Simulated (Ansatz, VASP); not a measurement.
C in VASP and in Ansatz

```
C
1.0
     2.49732    0.00000    0.00000
     0.00000    2.49732    0.00000
     0.00000    0.00000   20.41470
C
6
Direct
  0.75000 0.00000 0.39187
  0.25000 0.00000 0.43512
  0.25000 0.50000 0.47837
  0.75000 0.50000 0.52163
  0.75000 0.00000 0.56488
  0.25000 0.00000 0.60813
```

Alike in both runs: task single point; functional LDA; k mesh 10 × 10 × 1; occupations fermi-dirac, width 0.02 eV; no spin polarisation.

|  | VASP | Ansatz |
| --- | --- | --- |
| version | VASP 6.6.1 | Ansatz 0.2.0 |
| potentials or method | VASP PAW LDA potentials, release 64 (C), cutoff 520 eV | all-electron LAPW, scalar-relativistic |

```tsv
	VASP	Ansatz	Ansatz less VASP
rms of the force components (eV/Å)	1.183	1.193	+0.0098
```

LDA's correlation is that of Perdew and Zunger in VASP and of Perdew and Wang (1992) in Ansatz. Atom by atom the forces differ by 0.019 eV/Å (rms over components). Ansatz ran all-electron here, and VASP with PAW potentials.
